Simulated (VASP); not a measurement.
Set up this calculation in VASP 6.6.1, as the native input.

```
Task                   : single point
Functional             : PBEsol
Potentials or basis    : VASP PAW PBE potentials, release 64 (K_sv, Cl)
Cutoff                 : 520 eV
k mesh                 : 6 × 6 × 6
Occupations            : gaussian, width 0.05 eV
Spin                   : no spin polarisation
Dipole correction      : no
Further INCAR settings : ALGO = Normal; EDIFF = 1e-06; NBANDS = 15
```

The structure of KCl lies in POSCAR:

```
KCl
1.0
    0.0000000000      3.0298560000      2.9036120000
    3.0298560000      0.0000000000      2.9036120000
    3.0298560000      3.0298560000      0.0000000000
K Cl
1 1
Direct
    0.0000000000      0.0000000000      0.0000000000
    0.5000000000      0.5000000000      0.5000000000
```

This cell differs from its parent crystal: strain -0.040 along x and y, -0.080 along z.

The input as run:

INCAR

```
PREC = Accurate ; ENCUT = 520
EDIFF = 1E-6 ; ISMEAR = 0
SIGMA = 0.05 ; LREAL = False
LASPH = True ; NELM = 60
ALGO = Normal ; ISIF = 2
LWAVE = False ; LCHARG = False
GGA = PS ; NBANDS = 15
```

KPOINTS

```
regular mesh
0
Gamma
  6 6 6
```

Potentials or basis: VASP PAW PBE potentials, release 64 (K_sv, Cl).

The run is started by

```console
$ cat potpaw_PBE.64/K_sv/POTCAR potpaw_PBE.64/Cl/POTCAR > POTCAR
$ mpirun -np 1 vasp_std > vasp.out
```

Results of the run:

The pressure is 3.7 GPa and the band gap on the k mesh is 5.50 eV, direct.

Caveat: the cell differs from its parent crystal (strain -0.040 along x and y, -0.080 along z); the PAW data sets were made with another functional, which shifts forces and pressure a little.

Run time: 8 s on 1 thread of Intel(R) Xeon(R) 6975P-C (Granite Rapids), with other jobs on the host, peak memory 0.17 GiB.
